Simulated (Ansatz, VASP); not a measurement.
BAs: VASP beside Ansatz

Contents of INCAR:

```
SYSTEM = BAs
PREC = Accurate
ENCUT = 520
EDIFF = 1E-6
ISMEAR = 0
SIGMA = 0.01
LREAL = .FALSE.
LASPH = .TRUE.
NELM = 60
ALGO = Normal
ISIF = 2
LWAVE = .FALSE.
LCHARG = .FALSE.
GGA = PE
NBANDS = 11
```

File KPOINTS:

```
Automatic mesh
0
G
  8 8 8
  0 0 0
```

POSCAR

```
BAs
1.0
    0.0000000000      2.4353452264      2.4353452264
    2.4353452264      0.0000000000      2.4353452264
    2.4353452264      2.4353452264      0.0000000000
B As
1 1
Direct
    0.0000000000      0.0000000000      0.0000000000
    0.2500000000      0.2500000000      0.2500000000
```

Input for Ansatz:

```yaml
crystal:
  lattice:
    - [0.0, 2.4353452263554636, 2.4353452263554636]
    - [2.4353452263554636, 0.0, 2.4353452263554636]
    - [2.4353452263554636, 2.4353452263554636, 0.0]
  atoms:
    - { symbol: B, position: [0.0, 0.0, 0.0] }
    - { symbol: As, position: [0.25, 0.25, 0.25] }
basis:
  ecutwfc: 420.0
kpoints:
  mp_grid:
    grid: [8, 8, 8]
hamiltonian:
  xc: pbe
  pseudopotentials:
    kind: paw
scf:
  occupations:
    method: fixed
output:
  stress: true
```

Alike in both runs: task single point; functional PBE; k mesh 8 × 8 × 8; no spin polarisation.

```csv
,VASP,Ansatz
version,VASP 6.6.1,Ansatz 0.2.0
potentials or method,"VASP PAW PBE potentials, release 64 (B, As), cutoff 520 eV","plane waves, PAW"
occupations,"gaussian, width 0.01 eV",fixed
valence electrons in the cell,8,18
```

Ansatz gave:

- pressure (GPa): -4.6

Task: What did VASP give for the same quantities?

Result: Pressure (GPa): -4.1.

VASP's potentials hold 8 valence electrons a cell and Ansatz's 18, so a difference there can come from the potentials and not from the codes.
